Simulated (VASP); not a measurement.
# Al13Cu11 in VASP: further runs, part 2 of 2

VASP 6.6.1. Earlier steps stand in the parts before.

### 4 Single point, PBE

INCAR reads:

```
ALGO = Normal
EDIFF = 1E-6
ENCUT = 520
GGA = PE
ISIF = 2
ISMEAR = -1
ISYM = 0
LASPH = T
LCHARG = F
LREAL = Auto
LWAVE = F
NBANDS = 98
NELM = 80
PREC = Accurate
SIGMA = 0.056
```

KPOINTS reads:

```
Automatic mesh
0
Gamma
  1 1 1
  0.25 0.25 0.25
```

POSCAR reads:

```
Al13Cu11
1.0
    7.1452280000      0.0272100000     -0.2795910000
    0.0272100000      7.0459230000      0.0416720000
   -0.2795910000      0.0416720000      7.0313830000
Al Cu
13 11
Direct
    0.1909331379      0.7153015715      0.1678564715
    0.5647575056      0.5422306646      0.2362602463
    0.4787448238      0.0373078825      0.7893282232
    0.6716809416      0.8368742239      0.4993573417
    0.1273424760      0.1958179911      0.6040152674
    0.6342135111      0.3736946159      0.9369735353
    0.2639734826      0.2962228490      0.9851674146
    0.9489422855      0.5555254705      0.4788488787
    0.8004196384      0.1448440581      0.3092124530
    0.3117053898      0.7659150356      0.5312711326
    0.4666742749      0.2012222825      0.4585353397
    0.9058974862      0.0733889492      0.9850173884
    0.5167374853      0.9658672481      0.1672421386
    0.0043382340      0.8876120127      0.5084483897
    0.4080348346      0.6529847496      0.8973916919
    0.1300300260      0.8441485455      0.8276355970
    0.1814709943      0.0961801929      0.2753153449
    0.5691121793      0.5186431861      0.5900245719
    0.7689383462      0.1672547095      0.6568051268
    0.9707284357      0.4189788989      0.7897729715
    0.9318010569      0.4181088994      0.1321170750
    0.7452033116      0.7543607275      0.8448938735
    0.2461443083      0.4470999055      0.3206926982
    0.8473162147      0.7830369476      0.1976743796
```

Potentials or basis: VASP PAW PBE potentials, release 64 (Al, Cu).

On the command line:

```bash
> cat potpaw_PBE.64/Al/POTCAR potpaw_PBE.64/Cu/POTCAR > POTCAR
> mpirun -np 1 vasp_std > vasp.out
```

OUTCAR:

```text
EDIFF = 1E-6
   ENCUT = 520
   GGA = PE
   ISIF = 2
   ISMEAR = -1
   ISYM = 0
   LASPH = T
   LREAL = Auto
   NELM = 80
   PREC = Accurate

 ion  position               nearest neighbor table
   1  0.191  0.715  0.168-  23 2.18  24 2.52  16 2.55  15 2.59  10 2.66  17 2.80  21 2.81   2 2.93
                            13 2.93   8 3.10   7 3.29
   2  0.565  0.542  0.236-  18 2.49  23 2.49   6 2.51  15 2.66  24 2.68   4 2.87  21 2.91   1 2.93
[... 317 lines left out ...]
  Total        0.5444902      1.6688449     11.3806533     -8.2725404     -7.1045216     -2.6359640
  in kB        2.4683378      7.5653757     51.5919233    -37.5019129    -32.2069326    -11.9496175
  external PRESSURE =      20.5418789 kB  Pullay stress =       0.0000000 kB

 VOLUME and BASIS-vectors are now :
 -----------------------------------------------------------------------------
  energy-cutoff  :      520.00
  volume of cell :      353.42
      direct lattice vectors                 reciprocal lattice vectors
     7.145228000  0.027210000 -0.279591000     0.140173967 -0.000574310  0.005577183
     0.027210000  7.045923000  0.041672000    -0.000574310  0.141933375 -0.000864015
    -0.279591000  0.041672000  7.031383000     0.005577183 -0.000864015  0.142446420

 POSITION                                       TOTAL-FORCE (eV/Angst)
 -----------------------------------------------------------------------------------
      1.33679      5.05215      1.15669        -0.719302      1.565514     -1.397748
      3.98402      3.84573      1.52593         0.183537      0.281907      0.432363
      3.20107      0.30879      5.41777        -0.034924     -0.622980      0.622159
      4.68247      5.93564      3.35825        -0.136281      0.214081      0.163193
      0.74634      1.40835      4.21962         0.094113      0.365909      0.200228
      4.27980      2.68933      6.42647         0.499245     -0.312370     -1.020671
[... 16 lines left out ...]
      1.68126      3.17029      2.20473         0.416273     -1.425744      1.453396
      6.02031      5.54851      1.18565        -0.421817      0.001431     -0.092628
 -----------------------------------------------------------------------------------
    total drift:                               -0.009445      0.002911      0.003677

  FREE ENERGIE OF THE ION-ELECTRON SYSTEM (eV)
  ---------------------------------------------------
  free  energy   TOTEN  =       -88.9883486172 eV

  energy  without entropy=      -88.9330278977  energy(sigma->0) =      -88.96068826
```

stdout:

```text
POSCAR found type information on POSCAR AlCu
 POSCAR found :  2 types and      24 ions
 scaLAPACK will be used
 LDA part: xc-table for (Slater+PW92), standard interpolation
 POSCAR, INCAR and KPOINTS ok, starting setup
 FFT: planning ... GRIDC
 FFT: planning ... GRID_SOFT
 FFT: planning ... GRID
 WAVECAR not read
 entering main loop
```

It took 1.7 min on 1 thread of Intel Xeon Platinum 8488C (Sapphire Rapids), shared host; peak memory 0.36 GiB.

Results:

| Property | Result |
| --- | --- |
| Free energy | -88.9883 eV |
| Pressure | 2.1 GPa |
| Largest force | 2.219 eV/Å |
| Band gap on the k mesh | 0.31 eV |

Forces on the atoms (eV/Å):
```
Al  -0.719  1.566 -1.398
Al   0.184  0.282  0.432
Al  -0.035 -0.623  0.622
Al  -0.136  0.214  0.163
Al   0.094  0.366  0.200
Al   0.499 -0.312 -1.021
Al   0.156  0.171 -0.013
Al  -0.322 -0.507 -0.327
Al   0.360  0.473  1.014
Al   0.626 -0.025  0.440
Al   0.339 -0.102 -0.521
Al   0.319 -0.253 -1.002
Al  -0.941 -0.489 -0.733
Cu  -0.764  1.022 -0.629
Cu   0.498  0.031 -0.126
Cu  -0.110  0.051  0.468
Cu  -0.260 -0.563 -0.502
Cu   0.296 -0.179  0.641
Cu  -0.147 -0.344 -0.121
Cu  -0.173  0.570  0.463
Cu   0.030  0.265  0.429
Cu   0.213 -0.190  0.158
Cu   0.416 -1.426  1.453
Cu  -0.422  0.001 -0.093
```

Levels at points of the mesh, in eV from the valence-band top:
| k point | band 78 | band 79 | band 80 | band 81 | band 82 | band 83 |
| --- | --- | --- | --- | --- | --- | --- |
| (0.25, 0.25, 0.25) | -0.34 | -0.14 | 0.00 | 0.31 | 0.59 | 0.90 |

Caveat: the k points lie up to 0.90 Å⁻¹ apart.

### 5 Single point, PBE

INCAR reads:

```
ALGO = Normal ; EDIFF = 1E-6
ENCUT = 520 ; GGA = PE
ISIF = 2 ; ISMEAR = -1
ISYM = 0 ; LASPH = True
LCHARG = False ; LREAL = Auto
LWAVE = False ; NBANDS = 98
NELM = 100 ; PREC = Accurate
SIGMA = 0.056
```

KPOINTS is that of step 4.

POSCAR reads:

```
Al13Cu11
1.0
    7.1452280000      0.0272100000     -0.2795910000
    0.0272100000      7.0459230000      0.0416720000
   -0.2795910000      0.0416720000      7.0313830000
Al Cu
13 11
Direct
    0.1129918127      0.6864931781      0.1413519858
    0.5358508366      0.5436092801      0.2316991956
    0.4913653820      0.0154812113      0.7900394852
    0.6711350576      0.8357710655      0.5025638726
    0.1278719877      0.2035881228      0.6083069195
    0.6408572711      0.4035880848      0.9035732519
    0.2586834724      0.3029407346      0.9671034026
    0.9407049044      0.5758932516      0.4667141587
    0.7994972261      0.1312598363      0.3167110039
    0.2958809010      0.7699752682      0.5396580200
    0.4684250463      0.1798762605      0.4061689747
    0.8886131306      0.0982193639      0.9654386963
    0.4546568661      0.9342400856      0.1225062431
   -0.0244783512      0.9047381530      0.4685326948
    0.4225894783      0.6650753443      0.8953895976
    0.1188199945      0.8689268811      0.8005137937
    0.1486688039      0.0560256201      0.2609309946
    0.5497145494      0.5424788154      0.5970029030
    0.7451763870      0.1569442068      0.6478199854
    0.9627584947      0.4604118308      0.7921634092
    0.9193653438      0.3761897511      0.1461424725
    0.7918759102      0.7666572767      0.8351151168
    0.2416625611      0.4348238806      0.3670277521
    0.7866608824      0.7919890774      0.1877255917
```

On the command line:

```bash
> cat potpaw_PBE.64/Al/POTCAR potpaw_PBE.64/Cu/POTCAR > POTCAR
> mpirun -np 1 vasp_std > vasp.out
```

Run time: 98 s. Hardware: 1 thread of Intel Xeon Platinum 8488C (Sapphire Rapids), shared host; peak memory 0.38 GiB.

The run converged. Its results:

```yaml
Free_energy: -88.6695 eV
Pressure: 3.3 GPa
Largest_force: 1.887 eV/Å
Band_gap_on_the_k_mesh: 0.41 eV
```

Forces on the atoms (eV/Å):
```
Al   0.663  0.304 -0.553
Al  -0.105 -0.424  0.121
Al  -0.303  0.306 -0.820
Al  -1.776  0.287 -0.128
Al  -0.297  0.216 -0.155
Al   0.476 -0.694  0.198
Al   0.096  0.147  0.479
Al  -0.190 -1.441  0.048
Al  -0.738  0.892 -0.618
Al   0.092  0.123 -0.739
Al  -0.690  0.129  0.478
Al   0.310 -0.803 -0.455
Al  -0.291 -0.192  1.434
Cu   1.019 -0.372  1.544
Cu  -0.451  0.189  0.080
Cu   0.303  0.032  0.753
Cu   1.145  0.960 -1.021
Cu   0.132 -0.811 -0.121
Cu   0.414  0.525 -0.075
Cu   0.163 -0.520  0.031
Cu   0.523  1.515 -0.081
Cu  -0.222 -0.251  0.168
Cu  -0.049  0.124 -0.179
Cu  -0.223 -0.242 -0.389
```

Stress tensor (GPa, compression positive):
```
 1.68 -4.49 -4.78
-4.49  2.73 -6.43
-4.78 -6.43  5.56
```

Levels at points of the mesh, in eV from the valence-band top:
| k point | band 77 | band 78 | band 79 | band 80 | band 81 | band 82 | band 83 | band 84 |
| --- | --- | --- | --- | --- | --- | --- | --- | --- |
| (0.25, 0.25, 0.25) | -0.53 | -0.43 | -0.15 | 0.00 | 0.41 | 0.49 | 0.84 | 0.98 |

Caveat: the k points lie up to 0.90 Å⁻¹ apart.

### 6 Single point, PBE

INCAR reads:

```
SYSTEM = Al13Cu11
PREC = Accurate
ENCUT = 520
EDIFF = 1E-6
ISMEAR = -1
SIGMA = 0.056
LREAL = Auto
LASPH = .TRUE.
NELM = 100
ALGO = Normal
ISIF = 2
LWAVE = .FALSE.
LCHARG = .FALSE.
GGA = PE
ISYM = 0
NBANDS = 98
```

KPOINTS is that of step 5.

POSCAR reads:

```
Al13Cu11
1.0
    7.1452280000      0.0272100000     -0.2795910000
    0.0272100000      7.0459230000      0.0416720000
   -0.2795910000      0.0416720000      7.0313830000
Al Cu
13 11
Direct
    0.1653914782      0.6488239561      0.0923896731
    0.5569953112      0.5011953935      0.2413132753
    0.4970279338      0.0168675909      0.8187061679
    0.6191004391      0.8313717830      0.4716046596
    0.0936124608      0.1870036392      0.6062238945
    0.6070962068      0.3639734470      0.8940542898
    0.2429129072      0.2662893235      0.9964549583
    0.8715855361      0.5528348725      0.4816714915
    0.7214486151      0.1434833577      0.2511204839
    0.2799358455      0.7692998747      0.4884638312
    0.4376688684      0.1963078892      0.4498406265
    0.8968093491      0.0856969791      0.9377880082
    0.4104743691      0.9488827868      0.1602020678
   -0.0767297302      0.8759173874      0.4674445737
    0.4525194854      0.6716702918      0.9126940647
    0.1399389756      0.8804606487      0.8083923350
    0.0989322838      0.0592709202      0.2378026682
    0.5304821411      0.5251264075      0.5754067108
    0.7331450536      0.1634997224      0.6106898740
    0.9704856888      0.4415699541      0.8143882876
    0.9142266461      0.4068880973      0.1462538311
    0.7840431280      0.7657702970      0.7880744403
    0.2193537965      0.4210902258      0.3789133198
    0.7704705303      0.7611208519      0.1405399475
```

Potentials or basis: VASP PAW PBE potentials, release 64 (Al, Cu).

On the command line:

```bash
> cat potpaw_PBE.64/Al/POTCAR potpaw_PBE.64/Cu/POTCAR > POTCAR
> mpirun -np 1 vasp_std > vasp.out
```

It took 1.8 min on 1 thread of Intel Xeon Platinum 8488C (Sapphire Rapids), shared host; peak memory 0.36 GiB.

The run converged. Its results:

```yaml
Free_energy: -88.9171 eV
Pressure: 1.8 GPa
Largest_force: 2.454 eV/Å
Band_gap_on_the_k_mesh: 0.30 eV
```

Forces in eV/Å, atoms in the order of the input:
```
Al  -0.600  0.137  0.223
Al  -0.651 -0.215 -0.789
Al  -0.055 -0.151 -0.888
Al  -0.897  1.111 -0.349
Al  -0.198 -0.169 -0.405
Al   0.618  0.069  0.021
Al   0.592  0.253  0.123
Al   0.549 -1.279 -0.295
Al   0.330 -0.522  0.369
Al  -1.111  0.313  0.202
Al  -0.166 -1.162  0.100
Al  -0.294 -0.207 -0.347
Al   0.149 -0.761  0.139
Cu   1.868  1.568  0.277
Cu  -0.122  0.252 -0.305
Cu   0.564 -0.322 -0.136
Cu   0.114  0.158  0.471
Cu  -0.191 -0.473  1.046
Cu   0.475  0.143  0.627
Cu   0.019  0.122 -0.362
Cu  -0.201 -0.005  0.323
Cu   0.104 -0.387  0.135
Cu  -0.911  1.023 -0.543
Cu   0.012  0.502  0.365
```

Stress tensor (GPa, compression positive):
```
 1.27 -3.39 -3.37
-3.39  2.86 -4.90
-3.37 -4.90  1.36
```

Levels at points of the mesh, in eV from the valence-band top:
| k point | band 76 | band 77 | band 78 | band 79 | band 80 | band 81 | band 82 | band 83 | band 84 | band 85 |
| --- | --- | --- | --- | --- | --- | --- | --- | --- | --- | --- |
| (0.25, 0.25, 0.25) | -0.67 | -0.50 | -0.34 | -0.13 | 0.00 | 0.30 | 0.43 | 0.86 | 1.05 | 1.13 |

Caveat: the k points lie up to 0.90 Å⁻¹ apart.
